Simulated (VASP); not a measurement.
# Li (P1) in VASP: a series of runs, part 2 of 2

VASP 6.6.1. Earlier steps stand in the parts before.

## (3) Single point, PBE

The input, INCAR:

```
ALGO = Normal
EDIFF = 1E-6
ENCUT = 520
GGA = PE
ISIF = 2
ISMEAR = -1
LASPH = T
LCHARG = F
LREAL = Auto
LWAVE = F
NBANDS = 38
NELM = 60
PREC = Accurate
SIGMA = 0.16
```

The input, KPOINTS:

```
k-points
0
Gamma
  3 3 3
```

The input, POSCAR:

```
Li
1.0
    7.0944470000      0.0000000000      0.0000000000
    0.0000000000      7.0944470000      0.0000000000
    0.0000000000      0.0000000000      7.0944470000
Li
16
Direct
    0.0854612065      0.0768347413     -0.1119749009
    0.4908768788     -0.0706608986     -0.0887595608
   -0.0305309209      0.4562441583     -0.0441612997
   -0.0379451704     -0.0508143905      0.4680844046
    0.1625778584      0.2363115828      0.2532121249
    0.4551447068      0.4107719742      0.0323351489
    0.5110193931     -0.0295583292      0.4553984264
    0.7560702053      0.0872231479      0.2367344488
   -0.0822192343      0.4363835546      0.5351932293
    0.1760672819      0.7663035611      0.2041173893
    0.2448534748      0.1880061970      0.7027750013
    0.4539888733      0.5340233002      0.6112386209
    0.7071869027      0.7372667665      0.2896631690
    0.7323192350      0.2330132285      0.7864319798
    0.1834392448      0.6897648259      0.7591853178
    0.8069550735      0.7827530462      0.7380702118
```

Potentials or basis: VASP PAW PBE potentials, release 64 (Li_sv).

Command:

```sh
> cat potpaw_PBE.64/Li_sv/POTCAR > POTCAR
> mpirun -np 1 vasp_std > vasp.out
```

OUTCAR:

```text
EDIFF = 1E-6
   ENCUT = 520
   GGA = PE
   ISIF = 2
   ISMEAR = -1
   LASPH = T
   LREAL = Auto
   NELM = 60
   PREC = Accurate

 ion  position               nearest neighbor table
   1  0.085  0.077  0.888-  11 1.90
   2  0.491  0.929  0.911-
   3  0.969  0.456  0.956-
   4  0.962  0.949  0.468-   8 2.41  16 2.50
   5  0.163  0.236  0.253-
   6  0.455  0.411  0.032-
   7  0.511  0.970  0.455-  13 2.46   8 2.47
   8  0.756  0.087  0.237-   4 2.41   7 2.47  13 2.53
   9  0.918  0.436  0.535-
  10  0.176  0.766  0.204-
  11  0.245  0.188  0.703-   1 1.90
  12  0.454  0.534  0.611-  15 2.45
  13  0.707  0.737  0.290-   7 2.46   8 2.53
  14  0.732  0.233  0.786-
  15  0.183  0.690  0.759-  12 2.45
  16  0.807  0.783  0.738-   4 2.50

  LATTYP: Found a simple cubic cell.
 ALAT       =     7.0944470000

  Lattice vectors:

 A1 = (   7.0944470000,   0.0000000000,   0.0000000000)
 A2 = (   0.0000000000,   7.0944470000,   0.0000000000)
 A3 = (   0.0000000000,   0.0000000000,   7.0944470000)

Analysis of symmetry for initial positions (statically):
=====================================================================
 Subroutine PRICEL returns:
 Original cell was already a primitive cell.

 Routine SETGRP: Setting up the symmetry group for a
 simple cubic supercell.

 Subroutine GETGRP returns: Found  1 space group operations
 (whereof  1 operations were pure point group operations)
 out of a pool of 48 trial point group operations.

The static configuration has the point symmetry C_1 .

Analysis of symmetry for dynamics (positions and initial velocities):
=====================================================================
 Subroutine PRICEL returns:
 Original cell was already a primitive cell.

 Routine SETGRP: Setting up the symmetry group for a
 simple cubic supercell.

 Subroutine GETGRP returns: Found  1 space group operations
 (whereof  1 operations were pure point group operations)
 out of a pool of 48 trial point group operations.

The dynamic configuration has the point symmetry C_1 .

 Subroutine INISYM returns: Found  1 space group operations
 (whereof  1 operations are pure point group operations),
 and found     1 'primitive' translations

----------------------------------------------------------------------------------------

                                     Primitive cell

  volume of cell :     357.0719

  direct lattice vectors                    reciprocal lattice vectors
     7.094447000  0.000000000  0.000000000     0.140955313  0.000000000  0.000000000
     0.000000000  7.094447000  0.000000000     0.000000000  0.140955313  0.000000000
     0.000000000  0.000000000  7.094447000     0.000000000  0.000000000  0.140955313

  length of vectors
     7.094447000  7.094447000  7.094447000     0.140955313  0.140955313  0.140955313

  position of ions in fractional coordinates (direct lattice)
     0.085461206  0.076834741  0.888025099
     0.490876879  0.929339101  0.911240439
     0.969469079  0.456244158  0.955838700
     0.962054830  0.949185609  0.468084405
     0.162577858  0.236311583  0.253212125
     0.455144707  0.410771974  0.032335149
[... 65 lines left out ...]
 -0.333333  0.333333  0.000000      2.000000
 -0.333333  0.000000  0.333333      2.000000
  0.000000 -0.333333  0.333333      2.000000
  0.333333  0.333333  0.333333      2.000000
 -0.333333  0.333333  0.333333      2.000000
 -0.333333 -0.333333  0.333333      2.000000
  0.333333 -0.333333  0.333333      2.000000
   k-points           NKPTS =     14   k-points in BZ     NKDIM =     14   number of bands    NBANDS=     38
   number of dos      NEDOS =    301   number of ions     NIONS =     16
   total plane-waves  NPLWV = 157464
   dimension x,y,z NGX =    54 NGY =   54 NGZ =   54
   dimension x,y,z NGXF=   108 NGYF=  108 NGZF=  108
   ions per type =              16
   NGX,Y,Z   is equivalent  to a cutoff of  12.65, 12.65, 12.65 a.u.
   NGXF,Y,Z  is equivalent  to a cutoff of  25.31, 25.31, 25.31 a.u.
 SYSTEM =  unknown system
   PREC   = accura    normal or accurate (medium, high low for compatibility)
   ISTART =      0    job   : 0-new  1-cont  2-samecut
   ICHARG =      2    charge: 1-file 2-atom 10-const
   ISPIN  =      1    spin polarized calculation?
   LNONCOLLINEAR =      F non collinear calculations
   LSORBIT =      F    spin-orbit coupling
   LASPH  =      T    aspherical Exc in radial PAW
   ENCUT  =  520.0 eV  38.22 Ry    6.18 a.u.  13.19 13.19 13.19*2*pi/ulx,y,z
   NELM   =     60;   NELMIN=  2; NELMDL= -5     # of ELM steps
   EDIFF  = 0.1E-05   stopping-criterion for ELM
   LREAL  =      T    real-space projection
   EDIFFG = 0.1E-04   stopping-criterion for IOM
   NSW    =      0    number of steps for IOM
   IBRION =     -1    ionic relax: 0-MD 1-quasi-New 2-CG
   NFREE  =      0    steps in history (QN), initial steepest desc. (CG)
   ISIF   =      2    stress and relaxation
   ISYM   =      2    0-nonsym 1-usesym 2-fastsym
   POTIM  = 0.5000    time-step for ionic-motion
   TEBEG  =    0.0;   TEEND  =   0.0 temperature during run
   PSTRESS=    0.0 pullay stress
   NELECT =      48.0000    total number of electrons
   NUPDOWN=      -1.0000    fix difference up-down
   EMIN   =  10.00;   EMAX   =-10.00  energy-range for DOS
   EFERMI =   0.00;   METHOD = LEGACY
   ISMEAR =    -1;   SIGMA  =   0.16  broadening in eV -4-tet -1-fermi 0-gaus
   EFERMI_NEDOS =   21; number of points for ismear=-14 and -15
   IALGO  =     38    algorithm
   IMIX   =      4    mixing-type and parameters
     AMIX     =   0.40;   BMIX     =  1.00
     AMIX_MAG =   1.60;   BMIX_MAG =  1.00
  volume/ion in A,a.u.               =      22.32       150.60
  Fermi-wavevector in a.u.,A,eV,Ry     =   0.838629  1.584780  9.568965  0.703299
  Thomas-Fermi vector in A             =   1.952715
   LORBIT       =      0    0 simple, 1 ext, 2 COOP (PROOUT), +10 PAW based schemes
   GGA     = PE    functional components
   LHFCALC =     F    Hartree Fock is set to
   AEXX    =    0.0000 exact exchange contribution
   IVDW    =     0    specifies the selected vdW correction
   LEPSILON=     F    determine dielectric tensor
   LRPA    =     F    only Hartree local field effects (RPA)
 non-spin polarized calculation
  energy-cutoff  :      520.00
  volume of cell :      357.07
 maximum number of plane-waves:      9771
 NGX is ok and might be reduce to    54
   NGX = 27   NGY = 27   NGZ = 27

 number of electron      48.0000011 magnetization

 Free energy of the ion-electron system (eV)
  ---------------------------------------------------
  ext. energy  EPLUGINS =         0.00000000
  ---------------------------------------------------
  free energy    TOTEN  =       -28.00050149 eV

  energy without entropy =      -27.39480298  energy(sigma->0) =      -27.69765224

 E-fermi :   0.3279     XC(G=0):  -6.7677

 val. band max:        0.3119674535   @ k =   0.0000   0.3333   0.3333
 cond. band min:       0.3372036096   @ k =   0.3333   0.3333   0.0000
 fundamental gap:      0.0252361561
 Fermi energy:         0.3279155050

 k-point     1 :       0.0000    0.0000    0.0000
  band No.  band energies     occupation
      1     -46.8746      2.00000
      2     -46.7602      2.00000
      3     -46.6378      2.00000
      4     -46.6349      2.00000
      5     -46.6200      2.00000
      6     -46.5479      2.00000
[... 535 lines left out ...]
     35       3.2438      0.00000
     36       3.7151      0.00000
 [bands above 36 left out]

------------------------ aborting loop because EDIFF is reached ----------------------------------------

  FORCE on cell =-STRESS in cart. coord.  units (eV):
  Direction    XX          YY          ZZ          XY          YZ          ZX
  --------------------------------------------------------------------------------------
  -------------------------------------------------------------------------------------
  Total        1.5674631     -0.4264302      0.1050498      0.5071326     -1.1987600     -3.1754102
  in kB        7.0331885     -1.9133875      0.4713571      2.2754979     -5.3788221    -14.2480283
  external PRESSURE =       1.8637194 kB  Pullay stress =       0.0000000 kB

 VOLUME and BASIS-vectors are now :
 -----------------------------------------------------------------------------
  energy-cutoff  :      520.00
  volume of cell :      357.07
      direct lattice vectors                 reciprocal lattice vectors
     7.094447000  0.000000000  0.000000000     0.140955313  0.000000000  0.000000000
     0.000000000  7.094447000  0.000000000     0.000000000  0.140955313  0.000000000
     0.000000000  0.000000000  7.094447000     0.000000000  0.000000000  0.140955313

 POSITION                                       TOTAL-FORCE (eV/Angst)
 -----------------------------------------------------------------------------------
      0.60630      0.54510      6.30005        -1.065582     -0.882913      1.320187
      3.48250      6.59315      6.46475        -0.142614     -0.071505      0.361795
      6.87785      3.23680      6.78115        -0.040624      0.152511      0.447765
      6.82525      6.73395      3.32080         0.583891      0.163972      0.584632
      1.15340      1.67650      1.79640         0.238866      0.027274      0.113712
      3.22900      2.91420      0.22940         0.024339      0.124974      0.010540
[... 8 lines left out ...]
      1.30140      4.89350      5.38600        -0.010871      0.272297     -0.053410
      5.72490      5.55320      5.23620        -0.366853     -0.147090      0.256788
 -----------------------------------------------------------------------------------
    total drift:                                0.003960      0.001456      0.009444

  FREE ENERGIE OF THE ION-ELECTRON SYSTEM (eV)
  ---------------------------------------------------
  free  energy   TOTEN  =       -28.0005014941 eV

  energy  without entropy=      -27.3948029772  energy(sigma->0) =      -27.69765224
```

Run time: 2.2 min. Hardware: 1 thread of Intel Xeon 6975P-C (Granite Rapids), shared host; peak memory 0.41 GiB.

What came out:

```yaml
Free_energy: -28.0005 eV
Largest_force: 1.913 eV/Å
Band_gap_on_the_k_mesh: zero (band 24 reaches 0.48 eV, above the bottom of band 25 at 0.18 eV)
```

Forces in eV/Å, atoms in the order of the input:
```
Li  -1.066 -0.883  1.320
Li  -0.143 -0.072  0.362
Li  -0.041  0.153  0.448
Li   0.584  0.164  0.585
Li   0.239  0.027  0.114
Li   0.024  0.125  0.011
Li  -0.769  0.224  0.645
Li   0.077  0.987 -0.884
Li   0.161  0.048 -0.355
Li   0.161 -0.126 -0.032
Li   0.907  0.826 -1.227
Li   0.469 -0.188 -0.416
Li   0.095 -1.086 -0.509
Li  -0.322 -0.325 -0.263
Li  -0.011  0.272 -0.053
Li  -0.367 -0.147  0.257
```

Caveat: the cutoff is under 1.25 times the usual one of these potentials, so pressure, stress and relaxed cells hold a basis-set (Pulay) error; forces of over 1 eV/Å act on the atoms, so gaps and moduli don't describe the material at rest.

## (4) Single point, PBE

The input, INCAR:

```
PREC = Accurate
ENCUT = 520
EDIFF = 1E-6
ISMEAR = -1
SIGMA = 0.16
LREAL = Auto
LASPH = True
NELM = 100
ALGO = Normal
ISIF = 2
LWAVE = False
LCHARG = False
GGA = PE
NBANDS = 38
```

The input, KPOINTS:

```
Automatic mesh
0
Gamma
  3 3 3
```

The input, POSCAR:

```
Li
1.0
    7.0944470000      0.0000000000      0.0000000000
    0.0000000000      7.0944470000      0.0000000000
    0.0000000000      0.0000000000      7.0944470000
Li
16
Direct
    0.0473891764      0.0402709330     -0.0383821318
    0.3926874075     -0.1664259385     -0.1151745865
   -0.0557196354      0.3890225693     -0.0770884609
    0.0724510311      0.0101628781      0.5433968285
    0.1457196030      0.3221251776      0.2426122854
    0.3651165482      0.4178761220     -0.0212983478
    0.4487594311     -0.0106844128      0.4951760158
    0.7161939472      0.0963852433      0.2579764145
   -0.1012482016      0.4309849661      0.5894469294
    0.2112920147      0.7892510861      0.2111510594
    0.3147673103      0.1705418336      0.6997444621
    0.4816443058      0.5249175870      0.6335377514
    0.6646465891      0.7165322399      0.3435644808
    0.6913294299      0.1616193623      0.7497695028
    0.1413640838      0.6816739909      0.7786371510
    0.8066449718      0.8328203735      0.7428767880
```

Potentials or basis: VASP PAW PBE potentials, release 64 (Li_sv).

Command:

```sh
> cat potpaw_PBE.64/Li_sv/POTCAR > POTCAR
> mpirun -np 1 vasp_std > vasp.out
```

OUTCAR:

```text
PREC = Accurate
   ENCUT = 520
   EDIFF = 1E-6
   ISMEAR = -1
   LREAL = Auto
   LASPH = True
   NELM = 100
   ISIF = 2
   GGA = PE

 ion  position               nearest neighbor table
   1  0.047  0.040  0.962-   3 2.59
   2  0.393  0.834  0.885-  15 2.22
   3  0.944  0.389  0.923-   9 2.41   1 2.59
   4  0.072  0.010  0.543-  11 2.34
   5  0.146  0.322  0.243-   6 2.53
   6  0.365  0.418  0.979-   5 2.53
   7  0.449  0.989  0.495-  11 2.16
   8  0.716  0.096  0.258-
   9  0.899  0.431  0.589-   3 2.41
  10  0.211  0.789  0.211-
  11  0.315  0.171  0.700-   7 2.16   4 2.34
  12  0.482  0.525  0.634-
  13  0.665  0.717  0.344-
  14  0.691  0.162  0.750-  16 2.47
  15  0.141  0.682  0.779-   2 2.22
  16  0.807  0.833  0.743-  14 2.47

  LATTYP: Found a simple cubic cell.
 ALAT       =     7.0944470000

  Lattice vectors:

 A1 = (   7.0944470000,   0.0000000000,   0.0000000000)
[... 194 lines left out ...]
 E-fermi :   0.3213     XC(G=0):  -6.7240

 val. band max:        0.3017641104   @ k =   0.0000  -0.3333   0.3333
 cond. band min:       0.3278316718   @ k =   0.3333   0.3333   0.0000
 fundamental gap:      0.0260675613
 Fermi energy:         0.3213209543

 k-point     1 :       0.0000    0.0000    0.0000
  band No.  band energies     occupation
      1     -46.8999      2.00000
      2     -46.8165      2.00000
      3     -46.7735      2.00000
      4     -46.6538      2.00000
      5     -46.5527      2.00000
      6     -46.5063      2.00000
[... 535 lines left out ...]
     35       3.3679      0.00000
     36       3.7962      0.00000
 [bands above 36 left out]

------------------------ aborting loop because EDIFF is reached ----------------------------------------

  FORCE on cell =-STRESS in cart. coord.  units (eV):
  Direction    XX          YY          ZZ          XY          YZ          ZX
  --------------------------------------------------------------------------------------
  -------------------------------------------------------------------------------------
  Total        2.9842037      2.1193389      2.7262991      0.8178384      0.8349121     -1.4543683
  in kB       13.3900871      9.5094489     12.2328722      3.6696314      3.7462407     -6.5257334
  external PRESSURE =      11.7108027 kB  Pullay stress =       0.0000000 kB

 VOLUME and BASIS-vectors are now :
 -----------------------------------------------------------------------------
  energy-cutoff  :      520.00
  volume of cell :      357.07
      direct lattice vectors                 reciprocal lattice vectors
     7.094447000  0.000000000  0.000000000     0.140955313  0.000000000  0.000000000
     0.000000000  7.094447000  0.000000000     0.000000000  0.140955313  0.000000000
     0.000000000  0.000000000  7.094447000     0.000000000  0.000000000  0.140955313

 POSITION                                       TOTAL-FORCE (eV/Angst)
 -----------------------------------------------------------------------------------
      0.33620      0.28570      6.82215         0.037663     -0.029607      0.186525
      2.78590      5.91375      6.27735         1.049273      0.548604      0.346494
      6.69915      2.75990      6.54755        -0.239671      0.405471      0.623917
      0.51400      0.07210      3.85510        -0.812785     -0.164474     -0.452505
      1.03380      2.28530      1.72120         0.041110     -0.138541      0.708878
      2.59030      2.96460      6.94335         0.580730      0.000161      0.250985
[... 8 lines left out ...]
      1.00290      4.83610      5.52400        -0.303086     -0.350928     -0.452555
      5.72270      5.90840      5.27030        -0.500014     -0.577967      0.027572
 -----------------------------------------------------------------------------------
    total drift:                               -0.000382     -0.003723     -0.004128

  FREE ENERGIE OF THE ION-ELECTRON SYSTEM (eV)
  ---------------------------------------------------
  free  energy   TOTEN  =       -27.0511012812 eV

  energy  without entropy=      -26.4478206783  energy(sigma->0) =      -26.74946098
```

Run time: 1.9 min. Hardware: 1 thread of Intel Xeon 6975P-C (Granite Rapids), shared host; peak memory 0.41 GiB.

What came out:

```
Free energy            : -27.0511 eV
Largest force          : 1.354 eV/Å
Band gap on the k mesh : zero (band 24 reaches 0.50 eV, above the bottom of band 25 at 0.18 eV)
```

Forces in eV/Å, atoms in the order of the input:
```
Li   0.038 -0.030  0.187
Li   1.049  0.549  0.346
Li  -0.240  0.405  0.624
Li  -0.813 -0.164 -0.453
Li   0.041 -0.139  0.709
Li   0.581  0.000  0.251
Li   0.308 -0.641 -0.561
Li   0.192  0.468 -0.273
Li   0.111 -0.022 -0.869
Li  -0.180 -0.284  0.359
Li  -0.549  0.974  0.764
Li   0.074 -0.005 -0.396
Li   0.328 -0.376 -0.398
Li  -0.137  0.194  0.135
Li  -0.303 -0.351 -0.453
Li  -0.500 -0.578  0.028
```

Levels at points of the mesh, in eV from the Fermi level:
```csv
k point,band 22,band 23,band 24,band 25,band 26,band 27
"(0.00, 0.00, 0.00)",-1.03,-0.91,0.17,0.37,0.41,0.55
```

Caveat: the cutoff is under 1.25 times the usual one of these potentials, so pressure, stress and relaxed cells hold a basis-set (Pulay) error; forces of over 1 eV/Å act on the atoms, so gaps and moduli don't describe the material at rest.
